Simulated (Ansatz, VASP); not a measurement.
## Two plane-wave programs on KF

The input POSCAR:

```
KF
1.0
    0.0000000000      2.6589605554      2.6589605554
    2.6589605554      0.0000000000      2.6589605554
    2.6589605554      2.6589605554      0.0000000000
K F
1 1
Direct
    0.0000000000      0.0000000000      0.0000000000
    0.5000000000      0.5000000000      0.5000000000
```

The input INCAR.step1:

```
  ALGO = Normal
  EDIFF = 1E-4
  ENCUT = 520
  GGA = PE
  ISMEAR = 0
  LASPH = T
  LCHARG = F
  LREAL = F
  LWAVE = T
  NBANDS = 15
  NELM = 60
  PREC = Accurate
  SIGMA = 0.01
```

File INCAR.step2:

```
  ALGO = Normal
  EDIFF = 1E-6
  ENCUT = 520
  ISIF = 2
  ISMEAR = 0
  ISTART = 1
  LASPH = T
  LCHARG = F
  LMIXTAU = T
  LREAL = F
  LWAVE = F
  METAGGA = R2SCAN
  NBANDS = 15
  NELM = 60
  PREC = Accurate
  SIGMA = 0.01
```

Contents of KPOINTS:

```
k-points
0
Gamma
  8 8 8
```

Input for Ansatz:

```yaml
crystal:
  lattice:
    - [0.0, 2.6589605554, 2.6589605554]
    - [2.6589605554, 0.0, 2.6589605554]
    - [2.6589605554, 2.6589605554, 0.0]
  atoms:
    - { symbol: K, position: [0.0, 0.0, 0.0] }
    - { symbol: F, position: [0.5, 0.5, 0.5] }
kpoints:
  mp_grid: { grid: [8, 8, 8] }
  band_path:
    path:
      - [0.0, 0.0, 0.0]
      - [0.5, 0.0, 0.5]
      - [0.625, 0.25, 0.625]
      - [0.375, 0.375, 0.75]
      - [0.5, 0.5, 0.5]
      - [0.5, 0.25, 0.75]
    npoints: 1
hamiltonian:
  xc: r2scan
scf:
  occupations: { method: fixed }
  n_extra_bands: 4
output:
  forces: true
  stress: true
  eigenvalues: true
```

Alike in both runs: task single point; functional r2SCAN; k mesh 8 × 8 × 8; no spin polarisation.

```csv
,VASP,Ansatz
version,VASP 6.6.1,Ansatz 0.2.0
potentials or method,"VASP PAW PBE potentials, release 64 (K_sv, F)","plane waves, PAW"
plane-wave cutoff (eV),520,500
occupations,"gaussian, width 0.01 eV",fixed
valence electrons in the cell,16,16
```

```csv
,VASP,Ansatz,Ansatz less VASP
gap on the k mesh at the Fermi level (eV),6.91,6.91,+0.001
pressure (GPa),0.0,0.0,+0.04
```

VASP's potentials were made for PBE, not for r2SCAN.
